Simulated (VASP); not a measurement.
Runs of VASP 6.6.1 on F. The structure is that of space group Cmce (No. 64), or close to it. The cells are those of the table. 

| cell | gap on the mesh (eV) | pressure (GPa) | largest force (eV/Å) |
| --- | --- | --- | --- |
| a = 3.019, b = 3.019, c = 6.545 Å, angles 89.9, 89.9, 66.6°, 4 atoms | 4.07 | 3.4 | 1.39 |
| a = 3.101, b = 3.101, c = 6.722 Å, angles 89.9, 89.9, 66.6°, 4 atoms | (b) | -1.2 | 0.12 |
| a = 3.060, b = 3.060, c = 6.635 Å, angles 89.9, 89.9, 66.6°, 4 atoms | 3.85 | (c) | 0.58 |
| a = 2.933, b = 2.933, c = 6.358 Å, angles 89.9, 89.9, 66.6°, 4 atoms | (a) | 10.3 | 3.39 |
| a = 2.977, b = 2.977, c = 6.453 Å, angles 89.9, 89.9, 66.6°, 4 atoms | 4.30 | 6.5 | 2.32 |

Alike in all rows: task single point; level r2SCAN; potentials or basis VASP PAW PBE potentials, release 64 (F); no spin polarisation; k mesh 10 × 10 × 4; cutoff (eV) 520; smearing fermi-dirac 0.05 eV.

Task: Estimate the missing entries.

Result: (a) 4.56; (b) 3.66; (c) 0.8.

Caveats: the PAW data sets were made with another functional, which shifts forces and pressure a little; the stress differs along the axes, from -0 to 9 GPa (at least some runs); the stress differs along the axes, from 1 to 24 GPa (at least some runs); the stress differs along the axes, from 0 to 16 GPa (at least some runs).

A k mesh can miss the band edges.
